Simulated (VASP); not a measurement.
The system is La.

```
CELL_PARAMETERS angstrom
3.79935 0.00000 0.00000
-1.89967 3.29033 0.00000
0.00000 0.00000 6.14988
ATOMIC_POSITIONS crystal
La 0.33333 0.66667 0.25000
La 0.66667 0.33333 0.75000
```

This cell differs from its parent crystal: functional lda, volume scaled by 1.04.

Base run:

```yaml
Program: VASP 6.6.1
Functional: LDA
Potentials_or_basis: VASP PAW LDA potentials, release 64 (La)
Cutoff: 520 eV
k_mesh: 11 × 11 × 6
Occupations: fermi-dirac, width 0.08 eV
Spin: no spin polarisation
```

Its results: band gap on the k mesh zero (band 11 reaches 8.31 eV, above the bottom of band 12 at 6.99 eV); pressure -3.8 GPa.

Problem. The run is repeated on the same cell with these changes: functional from LDA to PBEsol; potentials or basis from VASP PAW LDA potentials, release 64 (La) to VASP PAW PBE potentials, release 64 (La). What comes out?

Solution. Band gap on the k mesh zero (band 11 reaches 8.49 eV, above the bottom of band 12 at 7.07 eV); pressure -2.4 GPa.

Caveats: spin-orbit coupling is left out, which moves the levels of the heavy elements; the PAW data sets were made with another functional, which shifts forces and pressure a little (some runs).
